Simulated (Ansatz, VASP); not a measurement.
# One calculation of Al5Ru4, two programs

```
Ru Al
1.0
     3.07336    0.00000    0.00000
     0.00000    3.07336    0.00000
     0.00000    0.00000   26.24005
Ru Al
4 5
Direct
  0.50000 0.50000 0.28582
  0.00000 0.00000 0.44261
  0.00000 0.00000 0.55739
  0.50000 0.50000 0.71418
  0.00000 0.00000 0.33366
  0.50000 0.50000 0.39477
  0.50000 0.50000 0.50000
  0.50000 0.50000 0.60523
  0.00000 0.00000 0.66634
```

Alike in both runs: task single point; functional PBEsol; k mesh 11 × 11 × 1; occupations gaussian, width 0.1 eV; no spin polarisation.

|  | VASP | Ansatz |
| --- | --- | --- |
| version | VASP 6.6.1 | Ansatz 0.2.0 |
| potentials or method | VASP PAW PBE potentials, release 64 (Ru_pv, Al), cutoff 520 eV | scalar-relativistic, plane waves, PAW |
| valence electrons in the cell | 71 | 79 |

VASP gave:

```
gap on the k mesh at the Fermi level (eV) : none
rms of the force components (eV/Å)        : 0.438
```

Q: Estimate Ansatz's values.

A: gap on the k mesh at the Fermi level (eV): none; rms of the force components (eV/Å): 0.442.

VASP's potentials were made for PBE, not for PBEsol. A gap of «none» marks a metal or a gap that the smearing closes. VASP's potentials hold 71 valence electrons a cell and Ansatz's 79, so a difference there can come from the potentials and not from the codes. Ansatz's warnings: xc potential rough in thin density.
